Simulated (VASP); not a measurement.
A run of VASP 6.6.1:

Contents of POSCAR:

```
LiF
1.0
    0.0000000000      2.1446105472      2.1446105472
    2.1446105472      0.0000000000      2.1446105472
    2.1446105472      2.1446105472      0.0000000000
Li F
1 1
Direct
    0.0000000000      0.0000000000      0.0000000000
    0.2500000000      0.2500000000      0.2500000000
```

INCAR.step1

```
PREC = Accurate
ENCUT = 500
EDIFF = 1E-8
ISMEAR = 0
SIGMA = 0.01
LREAL = False
LASPH = True
NELM = 80
ALGO = Normal
LWAVE = True
LCHARG = False
GGA = CA
```

File INCAR.step2:

```
PREC = Accurate
ENCUT = 500
EDIFF = 1E-8
ISMEAR = 0
SIGMA = 0.01
LREAL = False
LASPH = True
NELM = 1
ALGO = Exact
LWAVE = True
LCHARG = False
GGA = CA
NBANDS = 78
LOPTICS = True
ISTART = 1
```

INCAR.step3

```
PREC = Accurate
ENCUT = 500
EDIFF = 1E-8
ISMEAR = 0
SIGMA = 0.01
LREAL = False
LASPH = True
ALGO = EVGW0
LWAVE = False
LCHARG = False
GGA = CA
NELMGW = 1
NBANDS = 78
ENCUTGW = 140.0
NOMEGA = 96
PRECFOCK = Fast
ISTART = 1
NBANDSGW = 12
OMEGAMAX = 30
```

Contents of KPOINTS:

```
Automatic mesh
0
Gamma
  6 6 6
```

Potentials or basis: VASP PAW LDA potentials, release 64 (Li_GW, F_GW).

Command:

```sh
$ cat potpaw_LDA.64/Li_GW/POTCAR potpaw_LDA.64/F_GW/POTCAR > POTCAR
$ cp INCAR.step1 INCAR
$ mpirun -np 1 vasp_std > vasp.out
$ cp INCAR.step2 INCAR
$ mpirun -np 1 vasp_std > vasp.out
$ cp INCAR.step3 INCAR
$ mpirun -np 1 vasp_std > vasp.out
```

Hardware: 1 thread of Intel Xeon 8259CL, on a shared host.

Question: Estimate the wall time of this run.

Answer: It took 3.6 min on 1 thread of Intel Xeon 8259CL, on a shared host, peak memory 0.34 GiB. Counts: k points 16.
